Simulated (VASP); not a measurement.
# PbF2 in VASP: further runs, part 2 of 2

VASP 6.6.1. The steps go on from the part before.

### 3 Single point, PBE (strain -0.030 along x and y, +0.030 along z)

INCAR reads:

```
SYSTEM = PbF2
PREC = Accurate
ENCUT = 520
EDIFF = 1E-6
ISMEAR = 0
SIGMA = 0.05
LREAL = .False.
LASPH = .True.
NELM = 100
ALGO = Normal
ISIF = 2
LWAVE = .False.
LCHARG = .False.
GGA = PE
NBANDS = 21
```

KPOINTS reads:

```
regular mesh
0
Gamma
  8 8 8
  0 0 0
```

POSCAR reads:

```
PbF2
1.0
    0.0000000000      2.8807545000      3.0589455000
    2.8807545000      0.0000000000      3.0589455000
    2.8807545000      2.8807545000      0.0000000000
Pb F
1 2
Direct
    0.0000000000      0.0000000000      0.0000000000
    0.2500000000      0.2500000000      0.2500000000
    0.7500000000      0.7500000000      0.7500000000
```

Potentials or basis: VASP PAW PBE potentials, release 64 (Pb_d, F).

Launch:

```
> cat potpaw_PBE.64/Pb_d/POTCAR potpaw_PBE.64/F/POTCAR > POTCAR
> mpirun -np 1 vasp_std > vasp.out
```

OUTCAR:

```text
SYSTEM = PbF2
   PREC = Accurate
   ENCUT = 520
   EDIFF = 1E-6
   ISMEAR = 0
   LREAL = .False.
   LASPH = .True.
   NELM = 100
   ISIF = 2
   GGA = PE

 ion  position               nearest neighbor table
   1  0.000  0.000  0.000-   3 2.55   3 2.55   3 2.55   2 2.55   3 2.55   2 2.55   2 2.55   2 2.55

   2  0.250  0.250  0.250-   1 2.55   1 2.55   1 2.55   1 2.55
   3  0.750  0.750  0.750-   1 2.55   1 2.55   1 2.55   1 2.55

  LATTYP: Found a body centered tetragonal cell.
 ALAT       =     4.0740020838
 C/A-ratio  =     1.5016906899

  Lattice vectors:

 A1 = (  -2.8807545000,   0.0000000000,   3.0589455000)
 A2 = (   2.8807545000,   0.0000000000,   3.0589455000)
 A3 = (   0.0000000000,   2.8807545000,  -3.0589455000)

Analysis of symmetry for initial positions (statically):
=====================================================================
 Subroutine PRICEL returns:
 Original cell was already a primitive cell.

 Routine SETGRP: Setting up the symmetry group for a
 body centered tetragonal supercell.

 Subroutine GETGRP returns: Found 16 space group operations
 (whereof 16 operations were pure point group operations)
 out of a pool of 16 trial point group operations.

The static configuration has the point symmetry D_4h.

Analysis of symmetry for dynamics (positions and initial velocities):
=====================================================================
 Subroutine PRICEL returns:
 Original cell was already a primitive cell.

 Routine SETGRP: Setting up the symmetry group for a
 body centered tetragonal supercell.

 Subroutine GETGRP returns: Found 16 space group operations
 (whereof 16 operations were pure point group operations)
 out of a pool of 16 trial point group operations.

The dynamic configuration has the point symmetry D_4h.

 Subroutine INISYM returns: Found 16 space group operations
[... 114 lines left out ...]
   ISMEAR =     0;   SIGMA  =   0.05  broadening in eV -4-tet -1-fermi 0-gaus
   EFERMI_NEDOS =   21; number of points for ismear=-14 and -15
   IALGO  =     38    algorithm
   IMIX   =      4    mixing-type and parameters
     AMIX     =   0.40;   BMIX     =  1.00
     AMIX_MAG =   1.60;   BMIX_MAG =  1.00
  volume/ion in A,a.u.               =      16.92       114.21
  Fermi-wavevector in a.u.,A,eV,Ry     =   1.342526  2.537007 24.522822  1.802377
  Thomas-Fermi vector in A             =   2.470673
   LORBIT       =      0    0 simple, 1 ext, 2 COOP (PROOUT), +10 PAW based schemes
   GGA     = PE    functional components
   LHFCALC =     F    Hartree Fock is set to
   AEXX    =    0.0000 exact exchange contribution
   IVDW    =     0    specifies the selected vdW correction
   LEPSILON=     F    determine dielectric tensor
   LRPA    =     F    only Hartree local field effects (RPA)
 non-spin polarized calculation
 Gauss-broadening in eV      SIGMA  =   0.05
  energy-cutoff  :      520.00
  volume of cell :       50.77
 maximum number of plane-waves:      1388
   NGX = 15   NGY = 15   NGZ = 15

 number of electron      28.0000001 magnetization

 Free energy of the ion-electron system (eV)
  ---------------------------------------------------
  ext. energy  EPLUGINS =         0.00000000
  ---------------------------------------------------
  free energy    TOTEN  =       -14.28361615 eV

  energy without entropy =      -14.28361615  energy(sigma->0) =      -14.28361615

 E-fermi :   2.5801     XC(G=0):  -9.5354

 val. band max:        2.2911404368   @ k =  -0.3750   0.3750   0.0000
 cond. band min:       6.5191682221   @ k =   0.5000   0.0000   0.5000
 fundamental gap:      4.2280277853
 Fermi energy:         2.5800754099

 k-point     1 :       0.0000    0.0000    0.0000
  band No.  band energies     occupation
      1     -19.0895      2.00000
      2     -18.4144      2.00000
      3     -12.3086      2.00000
      4     -12.2625      2.00000
      5     -12.2625      2.00000
      6     -12.2206      2.00000
[... 565 lines left out ...]
     20      17.2902      0.00000
     21      18.0194      0.00000

 [... further k-points ...]

------------------------ aborting loop because EDIFF is reached ----------------------------------------

  FORCE on cell =-STRESS in cart. coord.  units (eV):
  Direction    XX          YY          ZZ          XY          YZ          ZX
  --------------------------------------------------------------------------------------
  -------------------------------------------------------------------------------------
  Total        1.7440629      1.7440629      0.7445425      0.0000000      0.0000000     -0.0000000
  in kB       55.0374746     55.0374746     23.4955612      0.0000000      0.0000000     -0.0000000
  external PRESSURE =      44.5235035 kB  Pullay stress =       0.0000000 kB

 VOLUME and BASIS-vectors are now :
 -----------------------------------------------------------------------------
  energy-cutoff  :      520.00
  volume of cell :       50.77
      direct lattice vectors                 reciprocal lattice vectors
     0.000000000  2.880754500  3.058945500    -0.173565641  0.173565641  0.163455021
     2.880754500  0.000000000  3.058945500     0.173565641 -0.173565641  0.163455021
     2.880754500  2.880754500  0.000000000     0.173565641  0.173565641 -0.163455021

 POSITION                                       TOTAL-FORCE (eV/Angst)
 -----------------------------------------------------------------------------------
      0.00000      0.00000      0.00000         0.000000     -0.000000     -0.000000
      1.44038      1.44038      1.52947         0.000000      0.000000      0.000000
      4.32113      4.32113      4.58842        -0.000000     -0.000000      0.000000
 -----------------------------------------------------------------------------------
    total drift:                                0.000000     -0.000000      0.000000

  FREE ENERGIE OF THE ION-ELECTRON SYSTEM (eV)
  ---------------------------------------------------
  free  energy   TOTEN  =       -14.2836161459 eV

  energy  without entropy=      -14.2836161459  energy(sigma->0) =      -14.28361615
```

OSZICAR:

```text
N       E                     dE             d eps       ncg     rms          rms(c)
DAV:   1     0.302043727828E+03    0.30204E+03   -0.14680E+04  2491   0.154E+03
DAV:   2     0.114711905696E+02   -0.29057E+03   -0.27290E+03  2647   0.430E+02
DAV:   3    -0.153940340584E+02   -0.26865E+02   -0.26535E+02  2947   0.140E+02
DAV:   4    -0.161584831916E+02   -0.76445E+00   -0.76397E+00  2811   0.245E+01
DAV:   5    -0.161851224854E+02   -0.26639E-01   -0.26637E-01  3221   0.484E+00    0.797E+00
DAV:   6    -0.142860761570E+02    0.18990E+01   -0.85465E+00  3340   0.233E+01    0.258E+00
DAV:   7    -0.142877256547E+02   -0.16495E-02   -0.43895E-01  2668   0.404E+00    0.154E+00
DAV:   8    -0.142861292254E+02    0.15964E-02   -0.10132E-01  2643   0.355E+00    0.558E-01
DAV:   9    -0.142824726533E+02    0.36566E-02   -0.19632E-02  3334   0.109E+00    0.102E-01
DAV:  10    -0.142836045386E+02   -0.11319E-02   -0.14574E-03  2553   0.294E-01    0.314E-02
DAV:  11    -0.142836069516E+02   -0.24130E-05   -0.98741E-05  2862   0.849E-02    0.876E-03
DAV:  12    -0.142836164367E+02   -0.94851E-05   -0.16482E-05  2613   0.271E-02    0.483E-03
DAV:  13    -0.142836161459E+02    0.29071E-06   -0.22422E-06  2570   0.132E-02
   1 F= -.14283616E+02 E0= -.14283616E+02  d E =-.129160E-17
```

stdout:

```text
POSCAR found type information on POSCAR PbF
 POSCAR found :  2 types and       3 ions
 scaLAPACK will be used
 LDA part: xc-table for (Slater+PW92), standard interpolation
 POSCAR, INCAR and KPOINTS ok, starting setup
 FFT: planning ... GRIDC
 FFT: planning ... GRID_SOFT
 FFT: planning ... GRID
 WAVECAR not read
 entering main loop
```

Wall time 18 s (1 thread of Intel Xeon 6975P-C (Granite Rapids), shared host); peak memory 0.21 GiB.

Results:

| Item | Value |
| --- | --- |
| Free energy | -14.2836 eV |
| Pressure | 4.5 GPa |
| Band gap on the k mesh | 4.23 eV, indirect (least direct gap 4.49 eV) |

Caveat: the cell differs from its parent crystal (strain -0.030 along x and y, +0.030 along z); spin-orbit coupling is left out, which moves the levels of the heavy elements. A k mesh can miss the band edges.

### 4 Single point, PBE (strain -0.015 along x and y, +0.030 along z)

INCAR reads:

```
SYSTEM = PbF2
PREC = Accurate
ENCUT = 520
EDIFF = 1E-6
ISMEAR = 0
SIGMA = 0.05
LREAL = .False.
LASPH = .True.
NELM = 60
ALGO = Normal
ISIF = 2
LWAVE = .False.
LCHARG = .True.
GGA = PE
LELF = .True.
LVHAR = .True.
NBANDS = 21
```

KPOINTS reads:

```
Automatic mesh
0
Gamma
  8 8 8
  0 0 0
```

POSCAR reads:

```
PbF2
1.0
    0.0000000000      2.9253022500      3.0589455000
    2.9253022500      0.0000000000      3.0589455000
    2.9253022500      2.9253022500      0.0000000000
Pb F
1 2
Direct
    0.0000000000      0.0000000000      0.0000000000
    0.2500000000      0.2500000000      0.2500000000
    0.7500000000      0.7500000000      0.7500000000
```

Launch:

```
> cat potpaw_PBE.64/Pb_d/POTCAR potpaw_PBE.64/F/POTCAR > POTCAR
> mpirun -np 1 vasp_std > vasp.out
```

Wall time 19 s (1 thread of Intel Xeon 6975P-C (Granite Rapids), shared host); peak memory 0.2 GiB.

It converged, with:

| Item | Value |
| --- | --- |
| Free energy | -14.3272 eV |
| Pressure | 2.0 GPa |
| Band gap on the k mesh | 4.30 eV, indirect (least direct gap 4.51 eV) |

Stress tensor (GPa, compression positive):
```
2.78 0.00 0.00
0.00 2.78 0.00
0.00 0.00 0.38
```

Levels at points of the mesh, in eV from the valence-band top:
| k point | band 11 | band 12 | band 13 | band 14 | band 15 | band 16 | band 17 | band 18 |
| --- | --- | --- | --- | --- | --- | --- | --- | --- |
| (0.00, 0.00, 0.00) | -2.43 | -2.19 | -1.89 | -1.89 | 6.65 | 6.65 | 6.86 | 10.57 |
| (0.50, 0.00, 0.00) | -2.63 | -2.19 | -2.13 | -0.09 | 4.94 | 7.56 | 7.63 | 13.16 |
| (0.50, 0.50, 0.00) | -1.69 | -1.52 | -1.52 | -0.05 | 4.45 | 7.85 | 7.85 | 8.91 |
| (0.50, 0.00, 0.50) | -1.70 | -1.50 | -1.49 | -0.29 | 4.30 | 7.62 | 7.96 | 8.92 |

Caveat: the cell differs from its parent crystal (strain -0.015 along x and y, +0.030 along z); spin-orbit coupling is left out, which moves the levels of the heavy elements. A k mesh can miss the band edges.

### 5 Single point, PBE (strain +0.000 along x and y, +0.030 along z)

INCAR reads:

```
SYSTEM = PbF2
PREC     = Accurate       ! precision mode
ENCUT    = 520            ! plane-wave cutoff, eV
EDIFF    = 1E-7           ! SCF threshold, eV
ISMEAR   = 0              ! smearing method
SIGMA    = 0.05           ! smearing width, eV
LREAL    = .FALSE.        ! projectors in reciprocal space
LASPH    = .TRUE.         ! aspherical terms in the spheres
NELM     = 100            ! most SCF steps
ALGO     = Normal         ! electronic algorithm
ISIF     = 2              ! what is computed and relaxed
LWAVE    = .FALSE.        ! write WAVECAR
LCHARG   = .TRUE.         ! write CHGCAR
GGA      = PE             ! functional
LELF     = .TRUE.         ! ELF
LVHAR    = .TRUE.       
NBANDS   = 21             ! bands
```

KPOINTS reads:

```
Automatic mesh
0
G
  8 8 8
  0 0 0
```

POSCAR reads:

```
PbF2
1.0
    0.0000000000      2.9698500000      3.0589455000
    2.9698500000      0.0000000000      3.0589455000
    2.9698500000      2.9698500000      0.0000000000
Pb F
1 2
Direct
    0.0000000000      0.0000000000      0.0000000000
    0.2500000000      0.2500000000      0.2500000000
    0.7500000000      0.7500000000      0.7500000000
```

Launch:

```
> cat potpaw_PBE.64/Pb_d/POTCAR potpaw_PBE.64/F/POTCAR > POTCAR
> mpirun -np 1 vasp_std > vasp.out
```

Wall time 20 s (1 thread of Intel Xeon 6975P-C (Granite Rapids), shared host); peak memory 0.21 GiB.

Results (log left out):

| Item | Value |
| --- | --- |
| Free energy | -14.3457 eV |
| Pressure | -0.2 GPa |
| Band gap on the k mesh | 4.35 eV, indirect (least direct gap 4.52 eV) |

Stress tensor (GPa, compression positive):
```
 0.38  0.00  0.00
 0.00  0.38  0.00
 0.00  0.00 -1.22
```

Levels at points of the mesh, in eV from the valence-band top:
```
           k point  band 10  band 11  band 12  band 13  band 14  band 15  band 16  band 17  band 18  band 19
(0.00, 0.00, 0.00)    -2.29    -2.24    -1.91    -1.72    -1.72     6.66     6.66     6.80    10.52    14.76
(0.50, 0.00, 0.00)    -2.48    -2.41    -1.97    -1.93    -0.04     4.99     7.51     7.55    13.14    13.53
(0.50, 0.50, 0.00)    -3.25    -1.46    -1.35    -1.35    -0.07     4.45     7.76     7.76     9.00    13.86
(0.50, 0.00, 0.50)    -3.28    -1.47    -1.34    -1.33    -0.22     4.35     7.62     7.83     9.01    14.11
```

Caveat: the cell differs from its parent crystal (strain +0.000 along x and y, +0.030 along z); spin-orbit coupling is left out, which moves the levels of the heavy elements.

### 6 Summary

| cell | gap on the mesh (eV) | pressure (GPa) |
| --- | --- | --- |
| a = 4.326 Å, angles 60.0°, 3 atoms | 4.38 | -3.6 |
| a = 4.202, b = 4.202, c = 4.074 Å, angles 61.0, 61.0, 58.0°, 3 atoms | 4.23 | 4.5 |
| a = 4.233, b = 4.233, c = 4.137 Å, angles 60.7, 60.7, 58.5°, 3 atoms | 4.30 | 2.0 |
| a = 4.263, b = 4.263, c = 4.200 Å, angles 60.5, 60.5, 59.0°, 3 atoms | 4.35 | -0.2 |

Alike in all rows: task single point; level PBE; potentials or basis VASP PAW PBE potentials, release 64 (Pb_d, F); no spin polarisation; k mesh 8 × 8 × 8; cutoff (eV) 520; smearing gaussian 0.05 eV.

Caveats: spin-orbit coupling is left out, which moves the levels of the heavy elements.

Absolute energies hang on the potentials; compare differences alone.
